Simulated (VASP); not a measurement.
Here is a VASP 6.6.1 calculation.

Contents of INCAR:

```
PREC = Accurate
ENCUT = 520
EDIFF = 1E-8
ISMEAR = -1
SIGMA = 0.08
LREAL = F
LASPH = T
NELM = 80
ALGO = Normal
ISIF = 2
LWAVE = F
LCHARG = F
GGA = CA
LEFG = T
NBANDS = 32
```

Contents of KPOINTS:

```
regular mesh
0
Gamma
  9 9 9
```

Contents of POSCAR:

```
NbCd3
1.0
    4.2150000000      0.0000000000      0.0000000000
    0.0000000000      4.2150000000      0.0000000000
    0.0000000000      0.0000000000      4.2150000000
Nb Cd
1 3
Direct
    0.0000000000      0.0000000000      0.0000000000
    0.0000000000      0.5000000000      0.5000000000
    0.5000000000      0.0000000000      0.5000000000
    0.5000000000      0.5000000000      0.0000000000
```

Potentials or basis: VASP PAW LDA potentials, release 64 (Nb_sv, Cd).

Run with:

```console
$ cat potpaw_LDA.64/Nb_sv/POTCAR potpaw_LDA.64/Cd/POTCAR > POTCAR
$ mpirun -np 1 vasp_std > vasp.out
```

Problem. Predict the pressure.

Solution. -1.7 GPa.

Electric field gradients, principal values (V/Å²):
```tsv
atom	least	middle	greatest (by size)
1 Nb	0.000	0.000	0.000
2 Cd	-56.378	-56.378	112.757
3 Cd	-56.378	-56.378	112.757
4 Cd	-56.378	-56.378	112.757
```

Caveat: without QUAD_EFG the Cq values of the log hold for a quadrupole moment of 1 mb, not for the nuclei.
